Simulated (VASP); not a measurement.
A run of VASP 6.6.1 is set up as follows.

File INCAR:

```
SYSTEM = Al
PREC     = Accurate       ! precision mode
ENCUT    = 520            ! plane-wave cutoff, eV
EDIFF    = 1E-6           ! SCF threshold, eV
ISMEAR   = 0              ! smearing method
SIGMA    = 0.15           ! smearing width, eV
LREAL    = .False.        ! projectors in reciprocal space
LASPH    = .True.         ! aspherical terms in the spheres
NELM     = 100            ! most SCF steps
ALGO     = Normal         ! electronic algorithm
ISIF     = 2              ! what is computed and relaxed
LWAVE    = .False.        ! write WAVECAR
LCHARG   = .False.        ! write CHGCAR
GGA      = PS             ! functional
NBANDS   = 10             ! bands
```

KPOINTS

```
regular mesh
0
Gamma
  18 18 10
  0 0 0
```

The input POSCAR:

```
Al
1.0
    3.0492000000      0.0000000000      0.0000000000
   -1.5246000000      2.6406846612      0.0000000000
    0.0000000000      0.0000000000      4.9351000000
Al
2
Direct
    0.6666666667      0.3333333333      0.7500000000
    0.3333333333      0.6666666667      0.2500000000
```

Potentials or basis: VASP PAW PBE potentials, release 64 (Al).

Run with:

```sh
$ cat potpaw_PBE.64/Al/POTCAR > POTCAR
$ mpirun -np 1 vasp_std > vasp.out
```

Task: Predict the pressure.

Result: -9.8 GPa.

Task: Predict the band gap on the k mesh.

Result: Zero (bands 3 and 4 overlap by 6.82 eV).

Stress tensor (GPa, compression positive):
```
-9.91  0.00  0.00
 0.00 -9.91  0.00
 0.00  0.00 -9.70
```

Caveat: the cell stands under tension; the PAW data sets were made with another functional, which shifts forces and pressure a little.
